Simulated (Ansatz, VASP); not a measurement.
**TaN: VASP beside Ansatz**

INCAR

```
SYSTEM = TaN
PREC = Accurate
ENCUT = 520
EDIFF = 1E-7
ISMEAR = 0
SIGMA = 0.15
LREAL = .FALSE.
LASPH = .TRUE.
NELM = 60
ALGO = Normal
ISIF = 2
LWAVE = .FALSE.
LCHARG = .FALSE.
GGA = PS
NBANDS = 24
```

KPOINTS

```
Automatic mesh
0
G
  20 20 12
  0 0 0
```

Contents of POSCAR:

```
TaN
1.0
    0.0000000000      0.0000000000      2.8707276426
    2.9239890448      0.0000000000      0.0000000000
    0.0000000000      5.0644975863      0.0000000000
Ta N
2 2
Direct
    0.5000000000      0.0897746182      0.3333333333
    0.5000000000      0.4102253818      0.8333333333
    0.0000000000      0.5386719983      0.5000000000
    0.0000000000     -0.0386719983      0.0000000000
```

Input for Ansatz:

```yaml
crystal:
  lattice:
    - [0.0, 0.0, 2.8707276426]
    - [2.9239890448, 0.0, 0.0]
    - [0.0, 5.0644975863, 0.0]
  atoms:
    - { symbol: Ta, position: [0.5, 0.0897746182, 0.3333333333] }
    - { symbol: Ta, position: [0.5, 0.4102253818, 0.8333333333] }
    - { symbol: "N", position: [0.0, 0.5386719983, 0.5] }
    - { symbol: "N", position: [0.0, -0.0386719983, 0.0] }
basis:
  ecutwfc: 420
kpoints:
  mp_grid: { grid: [20, 20, 12] }
hamiltonian:
  xc: pbesol
scf:
  occupations: { method: gaussian, width: 0.15 }
output:
  forces: true
  stress: true
  eigenvalues: true
```

Change from the starting cell: mode 4 (178.8 1/cm) frozen in, largest displacement +0.263 Å.

Alike in both runs: task single point; functional PBEsol; k mesh 20 × 20 × 12; occupations gaussian, width 0.15 eV; no spin polarisation.

|  | VASP | Ansatz |
| --- | --- | --- |
| version | VASP 6.6.1 | Ansatz 0.2.0 |
| potentials or method | VASP PAW PBE potentials, release 64 (Ta_pv, N), cutoff 520 eV | scalar-relativistic, plane waves, PAW |
| valence electrons in the cell | 32 | 36 |

VASP gave:

* gap on the k mesh at the Fermi level (eV): none
* pressure (GPa): 9.2
* traceless stress, the component that is largest in VASP (GPa): 13.53
* rms of the force components (eV/Å): 2.016

Problem. Estimate Ansatz's values.

Solution. gap on the k mesh at the Fermi level (eV): none; pressure (GPa): 8.3; traceless stress, the component that is largest in VASP (GPa): 13.62; rms of the force components (eV/Å): 2.010.

VASP's potentials were made for PBE, not for PBEsol. Atom by atom the forces differ by 0.011 eV/Å (rms over components). A gap of «none» marks a metal or a gap that the smearing closes. With one functional, cell and mesh, what is left measures potentials, basis and numerics. VASP's potentials hold 32 valence electrons a cell and Ansatz's 36, so a difference there can come from the potentials and not from the codes.

Spin-orbit coupling is off throughout.
